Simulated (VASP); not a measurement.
Wanted: the native input for a VASP 6.6.1 run.

| Property | Result |
| --- | --- |
| Task | single point |
| Functional | LDA |
| Potentials or basis | VASP PAW LDA potentials, release 64 (Ta_pv) |
| Cutoff | 520 eV |
| k mesh | 16 × 16 × 9 |
| Occupations | fermi-dirac, width 0.05 eV |
| Spin | non-collinear spin, zero start, spin-orbit coupling |
| Starting moments | [[0.0, 0.0, 0.0], [0.0, 0.0, 0.0]] μB |
| Dipole correction | no |
| Further INCAR settings | ALGO = Normal; EDIFF = 1e-06; NBANDS = 34 |

The structure of Ta lies in POSCAR:

```
Ta
1.0
    2.8435578142      0.0000000000      0.0000000000
   -1.4217789071      2.4625933043      0.0000000000
    0.0000000000      0.0000000000      5.0403491647
Ta
2
Direct
    0.3333333333      0.6666666667      0.2500000000
    0.6666666667      0.3333333333      0.7500000000
```

This isn't the form of Ta at room conditions, which is bcc.

The input as run:

INCAR

```
SYSTEM = Ta
ALGO = Normal
EDIFF = 1E-6
ENCUT = 520
GGA = CA
GGA_COMPAT = .FALSE.
ISIF = 2
ISMEAR = -1
LASPH = .TRUE.
LCHARG = .TRUE.
LMAXMIX = 4
LORBIT = 11
LORBMOM = .TRUE.
LREAL = .FALSE.
LSORBIT = .TRUE.
LVHAR = .TRUE.
LWAVE = .FALSE.
MAGMOM = 0 0 0 0 0 0
NBANDS = 34
NELM = 150
PREC = Accurate
SIGMA = 0.05
```

KPOINTS

```
k-points
0
G
  16 16 9
  0 0 0
```

Potentials or basis: VASP PAW LDA potentials, release 64 (Ta_pv).

The run is started by

```console
$ cat potpaw_LDA.64/Ta_pv/POTCAR > POTCAR
$ mpirun -np 1 vasp_ncl > vasp.out
```

Results of the run:

```yaml
Pressure: 0.6 GPa
Net_moment: 0.00 μB per cell
Valence_electrons_inside_the_program's_atomic_spheres: Ta 9.02
```

Wall time 2.7 min on 1 thread of Intel(R) Xeon(R) Platinum 8488C (Sapphire Rapids) (shared host), peak memory 0.37 GiB.
